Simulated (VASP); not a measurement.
# TiO2 (Pbcn) in VASP: settings compared

Aim: see how the results for TiO2 move with the level of theory and the settings. Levels: PBE, r2SCAN. Tasks: electric field gradients.

All numbers are computed with VASP 6.6.1; they aren't measurements. Logs are shortened: lines on timing, memory, paths and dates and some standing lists are left out, and cuts for length are marked.

**1. The cell of the first run**

The structure is orthorhombic, space group Pbcn (No. 60). Conventional cell: a = 4.515 Å, b = 5.497 Å, c = 4.939 Å, α = 90.00°, β = 90.00°, γ = 90.00°. Within 2.5 Å of Ti (site symmetry 2) lie 6 O at 1.89 to 2.05 Å. O (site symmetry 1) has 3 Ti at 1.89 to 2.05 Å within 2.5 Å.

**2. Electric field gradients, PBE**

The input, INCAR:

```
PREC = Accurate ; ENCUT = 520
EDIFF = 1E-8 ; ISMEAR = -1
SIGMA = 0.02 ; LREAL = False
LASPH = True ; NELM = 60
ALGO = Normal ; ISIF = 2
LWAVE = False ; LCHARG = False
GGA = PE ; LEFG = True
NBANDS = 60
```

The input, KPOINTS:

```
Automatic mesh
0
Gamma
  5 5 5
```

The input, POSCAR:

```
TiO2
1.0
    4.5150000000      0.0000000000      0.0000000000
    0.0000000000      5.4970000000      0.0000000000
    0.0000000000      0.0000000000      4.9390000000
Ti O
4 8
Direct
    0.0000000000      0.1710000000      0.2500000000
    0.5000000000      0.3290000000      0.7500000000
    0.0000000000      0.8290000000      0.7500000000
    0.5000000000      0.6710000000      0.2500000000
    0.2860000000      0.3760000000      0.4120000000
    0.2140000000      0.1240000000      0.9120000000
    0.7860000000      0.1240000000      0.5880000000
    0.7140000000      0.3760000000      0.0880000000
    0.7140000000      0.6240000000      0.5880000000
    0.7860000000      0.8760000000      0.0880000000
    0.2140000000      0.8760000000      0.4120000000
    0.2860000000      0.6240000000      0.9120000000
```

Potentials or basis: VASP PAW PBE potentials, release 64 (Ti_sv, O).

Command:

```sh
$ cat potpaw_PBE.64/Ti_sv/POTCAR potpaw_PBE.64/O/POTCAR > POTCAR
$ mpirun -np 1 vasp_std > vasp.out
```

OUTCAR:

```text
PREC = Accurate
   ENCUT = 520
   EDIFF = 1E-8
   ISMEAR = -1
   LREAL = False
   LASPH = True
   NELM = 60
   ISIF = 2
   GGA = PE

 ion  position               nearest neighbor table
   1  0.000  0.171  0.250-   5 1.89   8 1.89   7 1.95   6 1.95  10 2.05  11 2.05
   2  0.500  0.329  0.750-   6 1.89   7 1.89   5 1.95   8 1.95   9 2.05  12 2.05
   3  0.000  0.829  0.750-   9 1.89  12 1.89  11 1.95  10 1.95   6 2.05   7 2.05
   4  0.500  0.671  0.250-  10 1.89  11 1.89   9 1.95  12 1.95   5 2.05   8 2.05
   5  0.286  0.376  0.412-   1 1.89   2 1.95   4 2.05
   6  0.214  0.124  0.912-   2 1.89   1 1.95   3 2.05
   7  0.786  0.124  0.588-   2 1.89   1 1.95   3 2.05
   8  0.714  0.376  0.088-   1 1.89   2 1.95   4 2.05
   9  0.714  0.624  0.588-   3 1.89   4 1.95   2 2.05
  10  0.786  0.876  0.088-   4 1.89   3 1.95   1 2.05
  11  0.214  0.876  0.412-   4 1.89   3 1.95   1 2.05
  12  0.286  0.624  0.912-   3 1.89   4 1.95   2 2.05

  LATTYP: Found a simple orthorhombic cell.
 ALAT       =     4.5150000000
 B/A-ratio  =     1.0939091916
 C/A-ratio  =     1.2174972315

  Lattice vectors:

 A1 = (  -4.5150000000,   0.0000000000,   0.0000000000)
 A2 = (   0.0000000000,   0.0000000000,   4.9390000000)
 A3 = (   0.0000000000,   5.4970000000,   0.0000000000)

Analysis of symmetry for initial positions (statically):
=====================================================================
 Subroutine PRICEL returns:
 Original cell was already a primitive cell.

 Routine SETGRP: Setting up the symmetry group for a
 simple orthorhombic supercell.

 Subroutine GETGRP returns: Found  8 space group operations
 (whereof  2 operations were pure point group operations)
 out of a pool of  8 trial point group operations.

The static configuration has the point symmetry S_2 .
 The point group associated with its full space group is D_2h.

Analysis of symmetry for dynamics (positions and initial velocities):
=====================================================================
 Subroutine PRICEL returns:
 Original cell was already a primitive cell.

 Routine SETGRP: Setting up the symmetry group for a
 simple orthorhombic supercell.

 Subroutine GETGRP returns: Found  8 space group operations
 (whereof  2 operations were pure point group operations)
 out of a pool of  8 trial point group operations.

The dynamic configuration has the point symmetry S_2 .
 The point group associated with its full space group is D_2h.

 Subroutine INISYM returns: Found  8 space group operations
 (whereof  2 operations are pure point group operations),
 and found     1 'primitive' translations

----------------------------------------------------------------------------------------

                                     Primitive cell

  volume of cell :     122.5808

  direct lattice vectors                    reciprocal lattice vectors
     4.515000000  0.000000000  0.000000000     0.221483942  0.000000000  0.000000000
     0.000000000  5.497000000  0.000000000     0.000000000  0.181917409  0.000000000
     0.000000000  0.000000000  4.939000000     0.000000000  0.000000000  0.202470136

  length of vectors
     4.515000000  5.497000000  4.939000000     0.221483942  0.181917409  0.202470136

  position of ions in fractional coordinates (direct lattice)
     0.000000000  0.171000000  0.250000000
     0.500000000  0.329000000  0.750000000
     0.000000000  0.829000000  0.750000000
     0.500000000  0.671000000  0.250000000
     0.286000000  0.376000000  0.412000000
     0.214000000  0.124000000  0.912000000
     0.786000000  0.124000000  0.588000000
     0.714000000  0.376000000  0.088000000
     0.714000000  0.624000000  0.588000000
     0.786000000  0.876000000  0.088000000
     0.214000000  0.876000000  0.412000000
     0.286000000  0.624000000  0.912000000

  ion indices of the primitive-cell ions
   primitive index   ion index
[... 100 lines left out ...]
   EFERMI_NEDOS =   21; number of points for ismear=-14 and -15
   IALGO  =     38    algorithm
   IMIX   =      4    mixing-type and parameters
     AMIX     =   0.40;   BMIX     =  1.00
     AMIX_MAG =   1.60;   BMIX_MAG =  1.00
  volume/ion in A,a.u.               =      10.22        68.93
  Fermi-wavevector in a.u.,A,eV,Ry     =   1.509006  2.851609 30.981829  2.277100
  Thomas-Fermi vector in A             =   2.619386
   LORBIT       =      0    0 simple, 1 ext, 2 COOP (PROOUT), +10 PAW based schemes
   GGA     = PE    functional components
   LHFCALC =     F    Hartree Fock is set to
   AEXX    =    0.0000 exact exchange contribution
   IVDW    =     0    specifies the selected vdW correction
   LEPSILON=     F    determine dielectric tensor
   LRPA    =     F    only Hartree local field effects (RPA)
 non-spin polarized calculation
  energy-cutoff  :      520.00
  volume of cell :      122.58
 maximum number of plane-waves:      3311
 NGX is ok and might be reduce to    36
   NGX = 17   NGY = 21   NGZ = 19

 number of electron      95.9999961 magnetization

 Free energy of the ion-electron system (eV)
  ---------------------------------------------------
  ext. energy  EPLUGINS =         0.00000000
  ---------------------------------------------------
  free energy    TOTEN  =      -107.13302380 eV

  energy without entropy =     -107.13302380  energy(sigma->0) =     -107.13302380

 E-fermi :   5.3184     XC(G=0): -11.5321

 val. band max:        4.8746747627   @ k =   0.0000   0.0000   0.0000
 cond. band min:       7.3247749003   @ k =   0.0000   0.0000   0.0000
 fundamental gap:      2.4501001375
 Fermi energy:         5.3183717970

 k-point     1 :       0.0000    0.0000    0.0000
  band No.  band energies     occupation
      1     -51.7140      2.00000
      2     -51.6916      2.00000
      3     -51.6821      2.00000
      4     -51.6775      2.00000
      5     -28.1615      2.00000
      6     -28.0827      2.00000
[... 1501 lines left out ...]
     59       8.8989      0.00000
     60       8.9520      0.00000

 [... further k-points ...]
[... 5 lines left out ...]
  --------------------------------------------------------------------------------------
  -------------------------------------------------------------------------------------
  Total        7.5672742      4.6385186      4.9631912      0.0000000      0.0000000      0.0000000
  in kB       98.9071151     60.6271796     64.8707730      0.0000000      0.0000000      0.0000000
  external PRESSURE =      74.8016892 kB  Pullay stress =       0.0000000 kB

 VOLUME and BASIS-vectors are now :
 -----------------------------------------------------------------------------
  energy-cutoff  :      520.00
  volume of cell :      122.58
      direct lattice vectors                 reciprocal lattice vectors
     4.515000000  0.000000000  0.000000000     0.221483942  0.000000000  0.000000000
     0.000000000  5.497000000  0.000000000     0.000000000  0.181917409  0.000000000
     0.000000000  0.000000000  4.939000000     0.000000000  0.000000000  0.202470136

 POSITION                                       TOTAL-FORCE (eV/Angst)
 -----------------------------------------------------------------------------------
      0.00000      0.93999      1.23475        -0.000000      0.074833     -0.000000
      2.25750      1.80851      3.70425        -0.000000     -0.074833     -0.000000
      0.00000      4.55701      3.70425        -0.000000     -0.074833     -0.000000
      2.25750      3.68849      1.23475        -0.000000      0.074833     -0.000000
      1.29129      2.06687      2.03487        -0.684349     -0.055837      0.107385
      0.96621      0.68163      4.50437         0.684349      0.055837      0.107385
      3.54879      0.68163      2.90413        -0.684349      0.055837     -0.107385
      3.22371      2.06687      0.43463         0.684349     -0.055837     -0.107385
      3.22371      3.43013      2.90413         0.684349      0.055837     -0.107385
      3.54879      4.81537      0.43463        -0.684349     -0.055837     -0.107385
      0.96621      4.81537      2.03487         0.684349     -0.055837      0.107385
      1.29129      3.43013      4.50437        -0.684349      0.055837      0.107385
 -----------------------------------------------------------------------------------
    total drift:                               -0.000000     -0.000000      0.000000

  FREE ENERGIE OF THE ION-ELECTRON SYSTEM (eV)
  ---------------------------------------------------
  free  energy   TOTEN  =      -107.1330237988 eV

  energy  without entropy=     -107.1330237988  energy(sigma->0) =     -107.13302380

 Electric field gradients (V/A^2)
---------------------------------------------------------------------
 ion       V_xx      V_yy      V_zz      V_xy      V_xz      V_yz
---------------------------------------------------------------------
   1     -11.291    27.290   -15.999    -0.000    -4.562    -0.000
   2     -11.291    27.290   -15.999     0.000     4.562     0.000
   3     -11.291    27.290   -15.999     0.000    -4.562    -0.000
   4     -11.291    27.290   -15.999    -0.000     4.562    -0.000
   5      -8.272     4.125     4.147    21.214     7.601    -2.507
   6      -8.272     4.125     4.147    21.214    -7.601     2.507
   7      -8.272     4.125     4.147   -21.214    -7.601    -2.507
   8      -8.272     4.125     4.147   -21.214     7.601     2.507
   9      -8.272     4.125     4.147    21.214     7.601    -2.507
  10      -8.272     4.125     4.147    21.214    -7.601     2.507
  11      -8.272     4.125     4.147   -21.214    -7.601    -2.507
  12      -8.272     4.125     4.147   -21.214     7.601     2.507
---------------------------------------------------------------------

 Electric field gradients after diagonalization (V/A^2)
 (convention: |V_zz| > |V_xx| > |V_yy|)
----------------------------------------------------------------------
 ion       V_xx      V_yy      V_zz     asymmetry (V_yy - V_xx)/ V_zz
----------------------------------------------------------------------
   1     -18.778    -8.512    27.290       0.376
   2     -18.778    -8.512    27.290       0.376
   3     -18.778    -8.512    27.290       0.376
   4     -18.778    -8.512    27.290       0.376
   5      20.461     5.626   -26.087       0.569
   6      20.461     5.626   -26.087       0.569
   7      20.461     5.626   -26.087       0.569
   8      20.461     5.626   -26.087       0.569
   9      20.461     5.626   -26.087       0.569
  10      20.461     5.626   -26.087       0.569
  11      20.461     5.626   -26.087       0.569
  12      20.461     5.626   -26.087       0.569
----------------------------------------------------------------------

           NMR quadrupolar parameters

 Cq : quadrupolar parameter    Cq=e*Q*V_zz/h
 eta: asymmetry parameters     (V_yy - V_xx)/ V_zz
 Q  : nuclear electric quadrupole moment in mb (millibarn)
----------------------------------------------------------------------
 ion       Cq(MHz)       eta       Q (mb)
----------------------------------------------------------------------
   1       0.066       0.376       1.000
   2       0.066       0.376       1.000
   3       0.066       0.376       1.000
   4       0.066       0.376       1.000
   5      -0.063       0.569       1.000
   6      -0.063       0.569       1.000
   7      -0.063       0.569       1.000
   8      -0.063       0.569       1.000
   9      -0.063       0.569       1.000
  10      -0.063       0.569       1.000
  11      -0.063       0.569       1.000
  12      -0.063       0.569       1.000
----------------------------------------------------------------------
```

Wall time 3.4 min (1 thread of Intel Xeon Platinum 8488C (Sapphire Rapids), shared host); peak memory 0.3 GiB.

Results:

```yaml
Free_energy: -107.1330 eV
Pressure: 7.5 GPa
Largest_force: 0.695 eV/Å
Band_gap_on_the_k_mesh: 2.45 eV, direct
```

Forces on the atoms (eV/Å):
```
Ti   0.000  0.075  0.000
Ti   0.000 -0.075  0.000
Ti   0.000 -0.075  0.000
Ti   0.000  0.075  0.000
O   -0.684 -0.056  0.107
O    0.684  0.056  0.107
O   -0.684  0.056 -0.107
O    0.684 -0.056 -0.107
O    0.684  0.056 -0.107
O   -0.684 -0.056 -0.107
O    0.684 -0.056  0.107
O   -0.684  0.056  0.107
```

Electric field gradients, principal values (V/Å²):
```tsv
atom	least	middle	greatest (by size)
1 Ti	-8.512	-18.778	27.290
2 Ti	-8.512	-18.778	27.290
3 Ti	-8.512	-18.778	27.290
4 Ti	-8.512	-18.778	27.290
5 O	5.626	20.461	-26.087
6 O	5.626	20.461	-26.087
7 O	5.626	20.461	-26.087
8 O	5.626	20.461	-26.087
9 O	5.626	20.461	-26.087
10 O	5.626	20.461	-26.087
11 O	5.626	20.461	-26.087
12 O	5.626	20.461	-26.087
```

Caveat: without QUAD_EFG the Cq values of the log hold for a quadrupole moment of 1 mb, not for the nuclei. A k mesh can miss the band edges.

**3. Electric field gradients, r2SCAN**

The input, POSCAR:

```
TiO2
1.0
    4.5150000000      0.0000000000      0.0000000000
    0.0000000000      5.4970000000      0.0000000000
    0.0000000000      0.0000000000      4.9390000000
Ti O
4 8
Direct
    0.0000000000      0.1745255531      0.2500000000
    0.5000000000      0.3254744469      0.7500000000
    0.0000000000      0.8254744469      0.7500000000
    0.5000000000      0.6745255531      0.2500000000
    0.2703968752      0.3819143471      0.4196924314
    0.2296031248      0.1180856529      0.9196924314
    0.7703968752      0.1180856529      0.5803075686
    0.7296031248      0.3819143471      0.0803075686
    0.7296031248      0.6180856529      0.5803075686
    0.7703968752      0.8819143471      0.0803075686
    0.2296031248      0.8819143471      0.4196924314
    0.2703968752      0.6180856529      0.9196924314
```

The input, INCAR.step1:

```
SYSTEM = TiO2
PREC     = Accurate       ! precision mode
ENCUT    = 520            ! plane-wave cutoff, eV
ISMEAR   = -1             ! smearing method
SIGMA    = 0.02           ! smearing width, eV
LREAL    = .FALSE.        ! projectors in reciprocal space
LASPH    = .TRUE.         ! aspherical terms in the spheres
NELM     = 80             ! most SCF steps
NBANDS   = 60             ! bands
GGA      = PE             ! functional
ALGO     = Normal         ! electronic algorithm
EDIFF    = 1E-4           ! SCF threshold, eV
LWAVE    = .TRUE.         ! write WAVECAR
LCHARG   = .FALSE.        ! write CHGCAR
```

The input, INCAR.step2:

```
SYSTEM = TiO2
PREC     = Accurate       ! precision mode
ENCUT    = 520            ! plane-wave cutoff, eV
EDIFF    = 1E-8           ! SCF threshold, eV
ISMEAR   = -1             ! smearing method
SIGMA    = 0.02           ! smearing width, eV
LREAL    = .FALSE.        ! projectors in reciprocal space
LASPH    = .TRUE.         ! aspherical terms in the spheres
NELM     = 80             ! most SCF steps
ALGO     = Normal         ! electronic algorithm
ISIF     = 2              ! what is computed and relaxed
LWAVE    = .FALSE.        ! write WAVECAR
LCHARG   = .FALSE.        ! write CHGCAR
METAGGA  = R2SCAN         ! meta-GGA
LMIXTAU  = .TRUE.       
LEFG     = .TRUE.       
NBANDS   = 60             ! bands
ISTART   = 1
```

The input, KPOINTS:

```
regular mesh
0
G
  5 5 5
  0 0 0
```

Potentials or basis: VASP PAW PBE potentials, release 64 (Ti_sv, O).

Command:

```sh
$ cat potpaw_PBE.64/Ti_sv/POTCAR potpaw_PBE.64/O/POTCAR > POTCAR
$ cp INCAR.step1 INCAR
$ mpirun -np 1 vasp_std > vasp.out
$ cp INCAR.step2 INCAR
$ mpirun -np 1 vasp_std > vasp.out
```

OUTCAR:

```text
SYSTEM = TiO2
   PREC = Accurate
   ENCUT = 520
   EDIFF = 1E-8
   ISMEAR = -1
   LREAL = .FALSE.
   LASPH = .TRUE.
   NELM = 80
   ISIF = 2
   METAGGA = R2SCAN
   ISTART = 1

 ion  position               nearest neighbor table
   1  0.000  0.175  0.250-   5 1.87   8 1.87   7 1.96   6 1.96  10 2.09  11 2.09
   2  0.500  0.325  0.750-   6 1.87   7 1.87   5 1.96   8 1.96   9 2.09  12 2.09
   3  0.000  0.825  0.750-   9 1.87  12 1.87  11 1.96  10 1.96   6 2.09   7 2.09
   4  0.500  0.675  0.250-  10 1.87  11 1.87   9 1.96  12 1.96   5 2.09   8 2.09
   5  0.270  0.382  0.420-   1 1.87   2 1.96   4 2.09
   6  0.230  0.118  0.920-   2 1.87   1 1.96   3 2.09
   7  0.770  0.118  0.580-   2 1.87   1 1.96   3 2.09
   8  0.730  0.382  0.080-   1 1.87   2 1.96   4 2.09
   9  0.730  0.618  0.580-   3 1.87   4 1.96   2 2.09
  10  0.770  0.882  0.080-   4 1.87   3 1.96   1 2.09
  11  0.230  0.882  0.420-   4 1.87   3 1.96   1 2.09
[... 1795 lines left out ...]
   1     -21.105    -4.353    25.457       0.658
   2     -21.105    -4.353    25.457       0.658
   3     -21.105    -4.353    25.457       0.658
   4     -21.105    -4.353    25.457       0.658
   5      20.691     7.984   -28.675       0.443
   6      20.691     7.984   -28.675       0.443
   7      20.691     7.984   -28.675       0.443
   8      20.691     7.984   -28.675       0.443
   9      20.691     7.984   -28.675       0.443
  10      20.691     7.984   -28.675       0.443
  11      20.691     7.984   -28.675       0.443
  12      20.691     7.984   -28.675       0.443
----------------------------------------------------------------------

           NMR quadrupolar parameters

 Cq : quadrupolar parameter    Cq=e*Q*V_zz/h
 eta: asymmetry parameters     (V_yy - V_xx)/ V_zz
 Q  : nuclear electric quadrupole moment in mb (millibarn)
----------------------------------------------------------------------
 ion       Cq(MHz)       eta       Q (mb)
----------------------------------------------------------------------
   1       0.062       0.658       1.000
   2       0.062       0.658       1.000
   3       0.062       0.658       1.000
   4       0.062       0.658       1.000
   5      -0.069       0.443       1.000
   6      -0.069       0.443       1.000
   7      -0.069       0.443       1.000
   8      -0.069       0.443       1.000
   9      -0.069       0.443       1.000
  10      -0.069       0.443       1.000
  11      -0.069       0.443       1.000
  12      -0.069       0.443       1.000
----------------------------------------------------------------------
```

Run time: 10 min. Hardware: 1 thread of Intel Xeon Platinum 8488C (Sapphire Rapids), shared host; peak memory 0.34 GiB.

Results:

| Property | Result |
| --- | --- |
| Free energy | -139.6208 eV |
| Pressure | 1.2 GPa |
| Largest force | 0.129 eV/Å |
| Band gap on the k mesh | 3.04 eV, indirect (the least direct gap lies 0.8 meV higher) |

Forces in eV/Å, atoms in the order of the input:
```
Ti   0.000 -0.129  0.000
Ti   0.000  0.129  0.000
Ti   0.000  0.129  0.000
Ti   0.000 -0.129  0.000
O    0.056  0.047  0.008
O   -0.056 -0.047  0.008
O    0.056 -0.047 -0.008
O   -0.056  0.047 -0.008
O   -0.056 -0.047 -0.008
O    0.056  0.047 -0.008
O   -0.056  0.047  0.008
O    0.056 -0.047  0.008
```

Levels at points of the mesh, in eV from the valence-band top:
```
           k point  band 46  band 47  band 48  band 49  band 50  band 51
(0.00, 0.00, 0.00)    -0.51    -0.07     0.00     3.05     3.08     3.21
```

Electric field gradients, principal values (V/Å²):
```tsv
atom	least	middle	greatest (by size)
1 Ti	-4.353	-21.105	25.457
2 Ti	-4.353	-21.105	25.457
3 Ti	-4.353	-21.105	25.457
4 Ti	-4.353	-21.105	25.457
5 O	7.984	20.691	-28.675
6 O	7.984	20.691	-28.675
7 O	7.984	20.691	-28.675
8 O	7.984	20.691	-28.675
9 O	7.984	20.691	-28.675
10 O	7.984	20.691	-28.675
11 O	7.984	20.691	-28.675
12 O	7.984	20.691	-28.675
```

Caveat: without QUAD_EFG the Cq values of the log hold for a quadrupole moment of 1 mb, not for the nuclei; the PAW data sets were made with another functional, which shifts forces and pressure a little. r2SCAN opens gaps a little over a GGA but as a rule still falls short of measured ones.
